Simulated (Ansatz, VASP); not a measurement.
**Si2Mo in VASP and in Ansatz**

File INCAR:

```
SYSTEM = Si2Mo
ALGO = Normal
EDIFF = 1E-6
ENCUT = 520
GGA = RE
ISIF = 2
ISMEAR = -1
LASPH = .True.
LCHARG = .False.
LREAL = .False.
LWAVE = .False.
NBANDS = 18
NELM = 80
PREC = Accurate
SIGMA = 0.05
```

Contents of KPOINTS:

```
k-points
0
Gamma
  12 12 12
  0 0 0
```

File POSCAR:

```
Si2Mo
1.0
   -1.6000000000      1.6000000000      3.9305000000
    1.6000000000     -1.6000000000      3.9305000000
    1.6000000000      1.6000000000     -3.9305000000
Mo Si
1 2
Direct
    0.0000000000      0.0000000000      0.0000000000
    0.6670000000      0.6670000000      0.0000000000
    0.3330000000      0.3330000000      0.0000000000
```

The input input.yaml:

```yaml
crystal:
  lattice:
    - [-1.6, 1.6, 3.9305]
    - [1.6, -1.6, 3.9305]
    - [1.6, 1.6, -3.9305]
  atoms:
    - { symbol: Mo, position: [0.0, 0.0, 0.0] }
    - { symbol: Si, position: [0.667, 0.667, 0.0] }
    - { symbol: Si, position: [0.333, 0.333, 0.0] }
hamiltonian:
  xc: revpbe
  pseudopotentials: { kind: paw }
kpoints:
  mp_grid: { grid: [12, 12, 12] }
  band_path:
    path:
      - [[0.0, 0.0, 0.0], [0.0, 0.0, 0.5], [-0.0828541695, 0.0828541695, 0.5], [-0.2914270847, 0.2914270847, 0.2914270847], [0.0, 0.0, 0.0], [0.5, 0.5, -0.5], [0.2914270847, 0.7085729153, -0.2914270847], [0.0, 0.5, 0.0], [0.25, 0.25, 0.25], [0.5, 0.5, -0.0828541695], [0.5, 0.5, -0.5]]
      - [[0.0, 0.0, 0.5], [0.25, 0.25, 0.25]]
    npoints: 14
scf:
  occupations: { method: fermi_dirac, width: 0.05 }
  n_extra_bands: 7
output:
  forces: true
  stress: true
  eigenvalues: true
  fatbands: true
```

Alike in both runs: functional revPBE; k mesh 12 × 12 × 12; occupations fermi-dirac, width 0.05 eV; no spin polarisation.

|  | VASP | Ansatz |
| --- | --- | --- |
| version | VASP 6.6.1 | Ansatz 0.2.0 |
| potentials or method | VASP PAW PBE potentials, release 64 (Mo_sv, Si) | Ansatz PAW |
| plane-wave cutoff (eV) | 520 | 420 |
| valence electrons in the cell | 22 | 22 |
| task | single point | band structure |

```csv
,VASP,Ansatz,Ansatz less VASP
gap on the k mesh at the Fermi level (eV),none,none,-
pressure (GPa),4.1,4.2,+0.10
"traceless stress, the component that is largest in VASP (GPa)",-0.71,-0.67,+0.043
rms of the force components (eV/Å),0.119,0.123,+0.0034
```

VASP's potentials were made for PBE, not for revPBE. Atom by atom the forces differ by 0.003 eV/Å (rms over components). A gap of «none» marks a metal or a gap that the smearing closes.
